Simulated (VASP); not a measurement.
Set up this calculation in VASP 6.6.1, as the native input.

* Task: single point
* Functional: PBE
* Potentials or basis: VASP PAW PBE potentials, release 64 (Li_sv, Re, H)
* Cutoff: 520 eV
* k mesh: 4 × 4 × 4
* Occupations: gaussian, width 0.1 eV
* Spin: no spin polarisation
* Dipole correction: no
* Further INCAR settings: ALGO = Normal; EDIFF = 1e-07; NBANDS = 18

The structure of LiReH6 lies in POSCAR:

```
LiReH6
1.0
    3.5176288985      0.0000000000      0.0000000000
    0.0000000000      3.5176288985      0.0000000000
    0.0000000000      0.0000000000      3.5176288985
Li Re H
1 1 6
Direct
    0.5000000000      0.5000000000      0.5000000000
    0.0000000000      0.0000000000      0.0000000000
    0.0000000000      0.5000000000      0.7774747869
    0.5000000000      0.2225252131      0.0000000000
    0.7774747869      0.0000000000      0.5000000000
    0.0000000000      0.5000000000      0.2225252131
    0.5000000000      0.7774747869      0.0000000000
    0.2225252131      0.0000000000      0.5000000000
```

One way to write it, as run:

INCAR

```
PREC     = Accurate       # precision mode
ENCUT    = 520            # plane-wave cutoff, eV
EDIFF    = 1E-7           # SCF threshold, eV
ISMEAR   = 0              # smearing method
SIGMA    = 0.1            # smearing width, eV
LREAL    = False          # projectors in reciprocal space
LASPH    = True           # aspherical terms in the spheres
NELM     = 60             # most SCF steps
ALGO     = Normal         # electronic algorithm
ISIF     = 2              # what is computed and relaxed
LWAVE    = False          # write WAVECAR
LCHARG   = True           # write CHGCAR
GGA      = PE             # functional
LELF     = True           # ELF
LVHAR    = True         
NBANDS   = 18             # bands
```

KPOINTS

```
Automatic mesh
0
Gamma
  4 4 4
```

Potentials or basis: VASP PAW PBE potentials, release 64 (Li_sv, Re, H).

Launch:

```sh
$ cat potpaw_PBE.64/Li_sv/POTCAR potpaw_PBE.64/Re/POTCAR potpaw_PBE.64/H/POTCAR > POTCAR
$ mpirun -np 1 vasp_std > vasp.out
```

It gave:

The largest force is 0.014 eV/Å and the band gap on the k mesh is zero (band 8 reaches 6.11 eV, above the bottom of band 9 at 3.96 eV).

Caveat: the k points lie up to 0.45 Å⁻¹ apart; spin-orbit coupling is left out, which moves the levels of the heavy elements.

Run time: 14 s on 1 thread of Intel(R) Xeon(R) Platinum 8259CL CPU @ 2.50GHz (Skylake/Cascade Lake) (shared host), peak memory 0.16 GiB.
